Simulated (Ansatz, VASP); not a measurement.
**Sn in VASP and in Ansatz**

```
Sn
1.0
     0.00000    3.47791    3.32815
     3.32815    0.00000    3.32815
     3.32815    3.47791    0.00000
Sn
2
Cartesian
  3.3281 3.4779 3.3281
  4.9922 5.2169 4.9922
```

Change from the starting cell: strain +0.0450 x Voigt [0, 1, 0, 0, 0, 0], atoms carried along.

Alike in both runs: task single point; functional PBE; k mesh 16 × 16 × 16; occupations gaussian, width 0.15 eV; no spin polarisation.

|  | VASP | Ansatz |
| --- | --- | --- |
| version | VASP 6.6.1 | Ansatz 0.2.0 |
| potentials or method | VASP PAW PBE potentials, release 64 (Sn_d), cutoff 520 eV | scalar-relativistic, plane waves, PAW |
| valence electrons in the cell | 28 | 28 |

Ansatz gave:

| Property | Result |
| --- | --- |
| gap on the k mesh at the Fermi level (eV) | none |
| pressure (GPa) | -1.4 |
| traceless stress, the component that is largest in VASP (GPa) | -0.87 |

**Question.** Which values does VASP return?

**Answer.** gap on the k mesh at the Fermi level (eV): none; pressure (GPa): -1.5; traceless stress, the component that is largest in VASP (GPa): -0.86.

A gap of «none» marks a metal or a gap that the smearing closes. The functional is the same, so the differences come from potentials, cutoffs and numerics.
